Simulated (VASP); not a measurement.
Input of a VASP 6.6.1 run:

File INCAR:

```
PREC = Accurate ; ENCUT = 520
EDIFF = 1E-6 ; ISMEAR = -1
SIGMA = 0.1 ; LREAL = F
LASPH = T ; NELM = 100
ALGO = Normal ; ISIF = 2
LWAVE = F ; LCHARG = F
GGA = PE ; NBANDS = 18
```

File KPOINTS:

```
Automatic mesh
0
Gamma
  13 13 13
```

Contents of POSCAR:

```
Si2Mo
1.0
   -1.6105963353      1.6105963353      3.9565305599
    1.6105963353     -1.6105963353      3.9565305599
    1.6105963353      1.6105963353     -3.9565305599
Si Mo
2 1
Direct
    0.3330000000      0.3330000000      0.0000000000
    0.6670000000      0.6670000000      0.0000000000
    0.0000000000      0.0000000000      0.0000000000
```

Potentials or basis: VASP PAW PBE potentials, release 64 (Si, Mo_sv).

Launch:

```console
$ cat potpaw_PBE.64/Si/POTCAR potpaw_PBE.64/Mo_sv/POTCAR > POTCAR
$ mpirun -np 1 vasp_std > vasp.out
```

Problem. Estimate the band gap on the k mesh.

Solution. Zero (band 11 reaches 12.46 eV, above the bottom of band 12 at 11.52 eV).

Problem. Estimate the pressure.

Solution. -1.7 GPa.

Stress tensor (GPa, compression positive):
```
-1.16  0.00  0.00
 0.00 -1.16  0.00
 0.00  0.00 -2.77
```
